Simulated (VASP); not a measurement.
# CsH2 (Pn-3m) in VASP: a series of runs, part 2 of 2

VASP 6.6.1. The steps go on from the part before.

## (4) Relaxation of cell and atoms, PBE

Input file INCAR:

```
ALGO = Normal
EDIFF = 1E-6
EDIFFG = -0.04
ENCUT = 600
GGA = PE
IBRION = 2
ISIF = 3
ISMEAR = 0
LASPH = T
LCHARG = F
LREAL = F
LWAVE = F
NELM = 100
NSW = 90
PREC = Accurate
SIGMA = 0.1
```

Input file KPOINTS:

```
k-points
0
Gamma
  4 4 4
```

Input file POSCAR:

```
CsH2
1.0
    5.1204367500      0.0000000000      0.0000000000
    0.0000000000      5.1204367500      0.0000000000
    0.0000000000      0.0000000000      5.1204367500
Cs H
2 4
Direct
    0.0000000000      0.0000000000      0.0000000000
    0.5000000000      0.5000000000      0.5000000000
    0.2500000000      0.2500000000      0.2500000000
    0.2500000000      0.7500000000      0.7500000000
    0.7500000000      0.7500000000      0.2500000000
    0.7500000000      0.2500000000      0.7500000000
```

Potentials or basis: VASP PAW PBE potentials, release 64 (Cs_sv, H).

Launch:

```
cat potpaw_PBE.64/Cs_sv/POTCAR potpaw_PBE.64/H/POTCAR > POTCAR
mpirun -np 1 vasp_std > vasp.out
```

OUTCAR:

```text
EDIFF = 1E-6
   EDIFFG = -0.04
   ENCUT = 600
   GGA = PE
   IBRION = 2
   ISIF = 3
   ISMEAR = 0
   LASPH = T
   LREAL = F
   NELM = 100
   NSW = 90
   PREC = Accurate

 ion  position               nearest neighbor table
   1  0.000  0.000  0.000-
   2  0.500  0.500  0.500-
   3  0.250  0.250  0.250-
   4  0.250  0.750  0.750-
   5  0.750  0.750  0.250-
   6  0.750  0.250  0.750-

  LATTYP: Found a simple cubic cell.
 ALAT       =     5.1204367500

  Lattice vectors:

 A1 = (   5.1204367500,   0.0000000000,   0.0000000000)
 A2 = (   0.0000000000,   5.1204367500,   0.0000000000)
 A3 = (   0.0000000000,   0.0000000000,   5.1204367500)

Analysis of symmetry for initial positions (statically):
=====================================================================
 Subroutine PRICEL returns:
 Original cell was already a primitive cell.

 Routine SETGRP: Setting up the symmetry group for a
 simple cubic supercell.

 Subroutine GETGRP returns: Found 48 space group operations
 (whereof 24 operations were pure point group operations)
 out of a pool of 48 trial point group operations.

The static configuration has the point symmetry T_d .
 The point group associated with its full space group is O_h .

Analysis of symmetry for dynamics (positions and initial velocities):
[... 150 lines left out ...]
  ---------------------------------------------------
  ext. energy  EPLUGINS =         0.00000000
  ---------------------------------------------------
  free energy    TOTEN  =        -7.60252479 eV

  energy without entropy =       -7.52329985  energy(sigma->0) =       -7.56291232

------------------------ aborting loop because EDIFF is reached ----------------------------------------

  FORCE on cell =-STRESS in cart. coord.  units (eV):
  Direction    XX          YY          ZZ          XY          YZ          ZX
  --------------------------------------------------------------------------------------
  -------------------------------------------------------------------------------------
  Total        8.3064790      8.3064790      8.3064790      0.0000000     -0.0000000      0.0000000
  in kB       99.1303269     99.1303269     99.1303269      0.0000000     -0.0000000      0.0000000
  external PRESSURE =      99.1303269 kB  Pullay stress =       0.0000000 kB
[... 147 lines left out ...]
--------------------------------------- Ionic step        5  -------------------------------------------

 number of electron      22.0000005 magnetization

 Free energy of the ion-electron system (eV)
  ---------------------------------------------------
  ext. energy  EPLUGINS =         0.00000000
  ---------------------------------------------------
  free energy    TOTEN  =       -10.07337816 eV

  energy without entropy =       -9.96697463  energy(sigma->0) =      -10.02017639

 E-fermi :  -2.9970     XC(G=0):  -5.0579

 val. band max:       -2.9975815912   @ k =   0.2500   0.2500   0.0000
 cond. band min:      -2.9551081498   @ k =   0.2500   0.2500   0.0000
 fundamental gap:      0.0424734414
 Fermi energy:        -2.9970229583

 k-point     1 :       0.0000    0.0000    0.0000
  band No.  band energies     occupation
      1     -23.3823      2.00000
      2     -23.3734      2.00000
      3     -10.3209      2.00000
      4     -10.3209      2.00000
      5     -10.3209      2.00000
      6     -10.1836      2.00000
      7     -10.1836      2.00000
      8     -10.1836      2.00000
      9      -3.9165      2.00000
     10      -2.9115      0.22653
     11      -2.9115      0.22653
     12      -2.9115      0.22653
     13       1.2801      0.00000
     14       1.2801      0.00000
[... 194 lines left out ...]
  FREE ENERGIE OF THE ION-ELECTRON SYSTEM (eV)
  ---------------------------------------------------
  free  energy   TOTEN  =       -10.0733781583 eV

  energy  without entropy=       -9.9669746301  energy(sigma->0) =      -10.02017639

 reached required accuracy - stopping structural energy minimisation
```

CONTCAR:

```text
CsH2
   1.00000000000000
     6.4502322149848190    0.0000000000000000    0.0000000000000000
     0.0000000000000000    6.4502322149848199   -0.0000000000000000
     0.0000000000000000   -0.0000000000000000    6.4502322149848190
  Cs              H
     2     4
Direct
     0.0000000000000000    0.0000000000000000    0.0000000000000000
     0.5000000000000000    0.5000000000000000    0.5000000000000000
     0.2500000000000000    0.2500000000000000    0.2500000000000000
     0.2500000000000000    0.7500000000000000    0.7500000000000000
     0.7500000000000000    0.7500000000000000    0.2500000000000000
     0.7500000000000000    0.2500000000000000    0.7500000000000000

  0.00000000E+00  0.00000000E+00  0.00000000E+00
  0.00000000E+00  0.00000000E+00  0.00000000E+00
  0.00000000E+00  0.00000000E+00  0.00000000E+00
  0.00000000E+00  0.00000000E+00  0.00000000E+00
  0.00000000E+00  0.00000000E+00  0.00000000E+00
  0.00000000E+00  0.00000000E+00  0.00000000E+00
```

It took 60 s on 1 thread of AMD EPYC 9R45 (Zen 5), shared host; peak memory 0.23 GiB.

What came out:

* Free energy: -10.0734 eV
* Relaxed volume: 44.73 Å³/atom
* Relaxed cell: a = 6.450 Å, b = 6.450 Å, c = 6.450 Å, α = 90.00°, β = 90.00°, γ = 90.00°
* Space group after relaxing (to 0.1 Å): Pn-3m (No. 224)
* Energy gained by relaxing: 411.8 meV/atom
* Ionic steps: 5
* Pressure after relaxing: 0.0 GPa
* Band gap on the k mesh: zero (bands 11 and 12 overlap by 0.19 eV)

Step by step:
```csv
step,energy change (eV),largest force (eV/Å),pressure (GPa),volume (Å³)
1,0.0000,0.0000,9.91,134.25
2,-1.3045,0.0000,5.15,162.99
3,-2.3144,0.0000,1.20,220.96
4,-2.4533,0.0000,0.33,251.66
5,-2.4709,0.0000,0.02,268.37
```

Final structure:
```
Cs H
1.0
     6.45023    0.00000    0.00000
     0.00000    6.45023    0.00000
     0.00000    0.00000    6.45023
Cs H
2 4
Direct
  0.00000 0.00000 0.00000
  0.50000 0.50000 0.50000
  0.25000 0.25000 0.25000
  0.25000 0.75000 0.75000
  0.75000 0.75000 0.25000
  0.75000 0.25000 0.75000
```

Caveat: the volume moved by over 15 % at a fixed basis, so the end points are rough; spin-orbit coupling is left out, which moves the levels of the heavy elements.

## (5) Single point, PBE

This run uses another cell than the first one, of 46.31 Å³/atom.

Input file INCAR:

```
SYSTEM = CsH2
  PREC = Accurate
  ENCUT = 520
  EDIFF = 1E-6
  ISMEAR = 0
  SIGMA = 0.1
  LREAL = .FALSE.
  LASPH = .TRUE.
  NELM = 80
  ALGO = Normal
  ISIF = 2
  LWAVE = .FALSE.
  LCHARG = .FALSE.
  GGA = PE
  NBANDS = 20
```

Input file KPOINTS:

```
Automatic mesh
0
G
  6 6 6
  0 0 0
```

POSCAR, as its differences from that of step 4:

```diff
@@ -2,5 +2,5 @@
 1.0
-    5.1204367500      0.0000000000      0.0000000000
-    0.0000000000      5.1204367500      0.0000000000
-    0.0000000000      0.0000000000      5.1204367500
+    6.5253297786      0.0000000000      0.0000000000
+    0.0000000000      6.5253297786      0.0000000000
+    0.0000000000      0.0000000000      6.5253297786
 Cs H
```

Launch:

```
cat potpaw_PBE.64/Cs_sv/POTCAR potpaw_PBE.64/H/POTCAR > POTCAR
mpirun -np 1 vasp_std > vasp.out
```

Wall time 55 s (1 thread of AMD EPYC 9R45 (Zen 5), shared host); peak memory 0.34 GiB.

It converged, with:

- Free energy: -10.1490 eV
- Pressure: 0.0 GPa
- Band gap on the k mesh: zero (bands 11 and 12 overlap by 0.18 eV)

Levels at points of the mesh, in eV from the Fermi level:
```csv
k point,band 7,band 8,band 9,band 10,band 11,band 12,band 13,band 14
"(0.00, 0.00, 0.00)",-7.22,-7.22,-0.87,0.08,0.08,0.08,4.31,4.31
"(0.50, 0.00, 0.00)",-7.24,-7.24,-0.36,-0.36,0.05,0.05,4.73,4.73
"(0.50, 0.50, 0.00)",-7.21,-7.21,-0.24,-0.24,-0.08,-0.08,4.75,4.75
"(0.50, 0.50, 0.50)",-7.25,-7.25,-0.21,-0.10,-0.10,-0.10,4.56,4.56
```

Caveat: spin-orbit coupling is left out, which moves the levels of the heavy elements.

## (6) Relaxation of cell and atoms, PBE

This run uses another cell than the first one, of 44.94 Å³/atom.

Input file INCAR:

```
SYSTEM = CsH2
ALGO     = Normal         ! electronic algorithm
EDIFF    = 1E-6           ! SCF threshold, eV
EDIFFG   = -0.01          ! ionic threshold
ENCUT    = 600            ! plane-wave cutoff, eV
GGA      = PE             ! functional
IBRION   = 2              ! ionic algorithm
ISIF     = 3              ! what is computed and relaxed
ISMEAR   = 0              ! smearing method
LASPH    = .True.         ! aspherical terms in the spheres
LCHARG   = .False.        ! write CHGCAR
LREAL    = .False.        ! projectors in reciprocal space
LWAVE    = .False.        ! write WAVECAR
NELM     = 80             ! most SCF steps
NSW      = 100            ! ionic steps
PREC     = Accurate       ! precision mode
SIGMA    = 0.1            ! smearing width, eV
```

Input file KPOINTS:

```
k-points
0
Gamma
  6 6 6
  0 0 0
```

POSCAR, as its differences from that of step 5:

```diff
@@ -2,5 +2,5 @@
 1.0
-    6.5253297786      0.0000000000      0.0000000000
-    0.0000000000      6.5253297786      0.0000000000
-    0.0000000000      0.0000000000      6.5253297786
+    6.4605233262      0.0000000000      0.0000000000
+    0.0000000000      6.4605233262      0.0000000000
+    0.0000000000      0.0000000000      6.4605233262
 Cs H
```

Potentials or basis: VASP PAW PBE potentials, release 64 (Cs_sv, H).

Launch:

```
cat potpaw_PBE.64/Cs_sv/POTCAR potpaw_PBE.64/H/POTCAR > POTCAR
mpirun -np 1 vasp_std > vasp.out
```

It took 2.8 min on 1 thread of AMD EPYC 9R45 (Zen 5), shared host; peak memory 0.44 GiB.

The run converged. Its results:

```yaml
Free_energy: -10.1493 eV
Relaxed_volume: 46.58 Å³/atom
Relaxed_cell: a = 6.538 Å, b = 6.538 Å, c = 6.538 Å, α = 90.00°, β = 90.00°, γ = 90.00°
Space_group_after_relaxing_to_0.1_Å: Pn-3m (No. 224)
Energy_gained_by_relaxing: 0.7 meV/atom
Ionic_steps: 5
Pressure_after_relaxing: 0.0 GPa
Band_gap_on_the_k_mesh: zero (bands 11 and 12 overlap by 0.18 eV)
```

Step by step:
| step | energy change (eV) | largest force (eV/Å) | pressure (GPa) | volume (Å³) |
| --- | --- | --- | --- | --- |
| 1 | 0.0000 | 0.0000 | 0.13 | 269.65 |
| 2 | -0.0011 | 0.0000 | 0.11 | 271.11 |
| 3 | -0.0034 | 0.0000 | 0.05 | 275.53 |
| 4 | -0.0029 | 0.0000 | -0.06 | 284.51 |
| 5 | -0.0039 | 0.0000 | 0.00 | 279.45 |

Final structure:
```xyz
6
Lattice="6.5379 0.0000 0.0000 0.0000 6.5379 0.0000 0.0000 0.0000 6.5379" Properties=species:S:1:pos:R:3 pbc="T T T"
Cs    0.0000    0.0000    0.0000
Cs    3.2689    3.2689    3.2689
H     1.6345    1.6345    1.6345
H     1.6345    4.9034    4.9034
H     4.9034    4.9034    1.6345
H     4.9034    1.6345    4.9034
```

Levels at points of the mesh, in eV from the Fermi level:
```csv
k point,band 8,band 9,band 10,band 11,band 12,band 13
"(0.00, 0.00, 0.00)",-7.22,-0.87,0.08,0.08,0.08,4.31
"(0.50, 0.00, 0.00)",-7.24,-0.36,-0.36,0.05,0.05,4.73
"(0.50, 0.50, 0.00)",-7.22,-0.24,-0.24,-0.08,-0.08,4.75
"(0.50, 0.50, 0.50)",-7.25,-0.21,-0.10,-0.10,-0.10,4.56
```

Caveat: spin-orbit coupling is left out, which moves the levels of the heavy elements.

## (7) Overview

```tsv
task	cell	k mesh	cutoff (eV)	gap on the mesh (eV)	pressure (GPa)	relaxed volume (Å³/atom)
single point	a = 5.120 Å, 6 atoms	4 × 4 × 4	520	none	9.9	-
single point	a = 6.461 Å, 6 atoms	4 × 4 × 4	520	none	0.1	-
relaxation of cell and atoms	relaxed from a = 5.120 Å, 6 atoms	4 × 4 × 4	600	none	0.0	44.73
single point	a = 6.525 Å, 6 atoms	6 × 6 × 6	520	none	0.0	-
relaxation of cell and atoms	relaxed from a = 6.461 Å, 6 atoms	6 × 6 × 6	600	none	0.0	46.58
```

Alike in all rows: level PBE; potentials or basis VASP PAW PBE potentials, release 64 (Cs_sv, H); no spin polarisation; smearing gaussian 0.1 eV.

Caveats: spin-orbit coupling is left out, which moves the levels of the heavy elements; the cell stands under pressure (at least some runs); the volume moved by over 15 % at a fixed basis, so the end points are rough (at least some runs).

Total energies depend on the potentials used, so only differences within one code and one set of settings carry meaning.
